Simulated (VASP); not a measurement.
Input of a VASP 6.6.1 run:

Contents of INCAR:

```
SYSTEM = BaZnPF
PREC = Accurate
ENCUT = 520
EDIFF = 1E-6
ISMEAR = -1
SIGMA = 0.1
LREAL = .False.
LASPH = .True.
NELM = 100
ALGO = Normal
ISIF = 2
LWAVE = .False.
LCHARG = .True.
GGA = PE
LELF = .True.
LVHAR = .True.
NBANDS = 44
```

KPOINTS

```
Automatic mesh
0
Gamma
  4 4 2
  0 0 0
```

The input POSCAR:

```
BaZnPF
1.0
    4.1563400000      0.0000000000      0.0000000000
    0.0000000000      4.1563400000      0.0000000000
    0.0000000000      0.0000000000      9.4574300000
Ba Zn P F
2 2 2 2
Direct
    0.5000000000      0.0000000000      0.3317700000
    0.0000000000      0.5000000000      0.6682300000
    0.5000000000      0.5000000000      0.0000000000
    0.0000000000      0.0000000000      0.0000000000
    0.0000000000      0.5000000000      0.1491000000
    0.5000000000      0.0000000000      0.8509000000
    0.5000000000      0.5000000000      0.5000000000
    0.0000000000      0.0000000000      0.5000000000
```

Potentials or basis: VASP PAW PBE potentials, release 64 (Ba_sv, Zn, P, F).

Run with:

```sh
$ cat potpaw_PBE.64/Ba_sv/POTCAR potpaw_PBE.64/Zn/POTCAR potpaw_PBE.64/P/POTCAR potpaw_PBE.64/F/POTCAR > POTCAR
$ mpirun -np 1 vasp_std > vasp.out
```

Q: What does it give for the band gap on the k mesh?

A: 0.44 eV, direct.

Q: Predict the pressure.

A: 1.8 GPa.

Q: What does it give for the largest force?

A: 0.321 eV/Å.

Stress tensor (GPa, compression positive):
```
1.85 0.00 0.00
0.00 1.85 0.00
0.00 0.00 1.72
```

Caveat: spin-orbit coupling is left out, which moves the levels of the heavy elements. PBE gaps usually lie below the measured ones, often by a third to a half.
